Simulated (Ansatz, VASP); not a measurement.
TiTe2: VASP beside Ansatz

```
Ti Te
1.0
     3.68258    0.00000    0.00000
    -1.84129    3.18920    0.00000
     0.00000    0.00000    6.17310
Ti Te
1 2
Direct
  0.00000 0.00000 0.00000
  0.66667 0.33333 0.26280
  0.33333 0.66667 0.73720
```

Change from the starting cell: strain -0.025 along x and y, -0.050 along z, atoms carried along.

Alike in both runs: task single point; functional PBE; k mesh 12 × 12 × 8; occupations gaussian, width 0.15 eV; no spin polarisation.

```csv
,VASP,Ansatz
version,VASP 6.6.1,Ansatz 0.2.0
potentials or method,"VASP PAW PBE potentials, release 64 (Ti_sv, Te), cutoff 520 eV","scalar-relativistic, plane waves, PAW"
valence electrons in the cell,24,44
```

Ansatz gave:

```
gap on the k mesh at the Fermi level (eV)                     : none
pressure (GPa)                                                : 9.3
traceless stress, the component that is largest in VASP (GPa) : 2.10
rms of the force components (eV/Å)                            : 0.518
```

**Question.** Which values does VASP return?

**Answer.** gap on the k mesh at the Fermi level (eV): none; pressure (GPa): 9.2; traceless stress, the component that is largest in VASP (GPa): 2.09; rms of the force components (eV/Å): 0.522.

Atom by atom the forces differ by 0.004 eV/Å (rms over components). A gap of «none» marks a metal or a gap that the smearing closes. VASP's potentials hold 24 valence electrons a cell and Ansatz's 44, so a difference there can come from the potentials and not from the codes.

Neither program's run includes spin-orbit coupling.
